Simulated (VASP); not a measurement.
Wanted: the native input for a VASP 6.6.1 run.

```yaml
Task: single point
Functional: PBE
Potentials_or_basis: VASP PAW PBE potentials, release 64 (Sn_d, O)
Cutoff: 520 eV
k_mesh: 37 × 37 × 37
Occupations: fermi-dirac, width 0.0612256 eV
Spin: no spin polarisation
Dipole_correction: no
Further_INCAR_settings: ALGO = Normal; EDIFF = 1e-06; NBANDS = 17
```

The structure of SnO (rock salt type) lies in POSCAR:

```
SnO
1.0
    0.0000000000      2.6093663064      2.6093663064
    2.6093663064      0.0000000000      2.6093663064
    2.6093663064      2.6093663064      0.0000000000
Sn O
1 1
Direct
    0.0000000000      0.0000000000      0.0000000000
    0.5000000000      0.5000000000      0.5000000000
```

These files were run (other wordings do the same):

INCAR

```
SYSTEM = SnO
  PREC = Accurate
  ENCUT = 520
  EDIFF = 1E-6
  ISMEAR = -1
  SIGMA = 0.06122561905347299
  LREAL = .False.
  LASPH = .True.
  NELM = 80
  ALGO = Normal
  ISIF = 2
  LWAVE = .False.
  LCHARG = .True.
  GGA = PE
  LELF = .True.
  LVHAR = .True.
  NBANDS = 17
```

KPOINTS

```
regular mesh
0
Gamma
  37 37 37
  0 0 0
```

Potentials or basis: VASP PAW PBE potentials, release 64 (Sn_d, O).

Run with:

```bash
$ cat potpaw_PBE.64/Sn_d/POTCAR potpaw_PBE.64/O/POTCAR > POTCAR
$ mpirun -np 1 vasp_std > vasp.out
```

Results of the run:

```json
{
  "Pressure": "-4.8 GPa",
  "Band gap on the k mesh": "0.04 eV, direct"
}
```

Caveat: spin-orbit coupling is left out, which moves the levels of the heavy elements.

It took 11 min on 1 thread of Intel Xeon 6975P-C, on a shared host, peak memory 0.8 GiB.
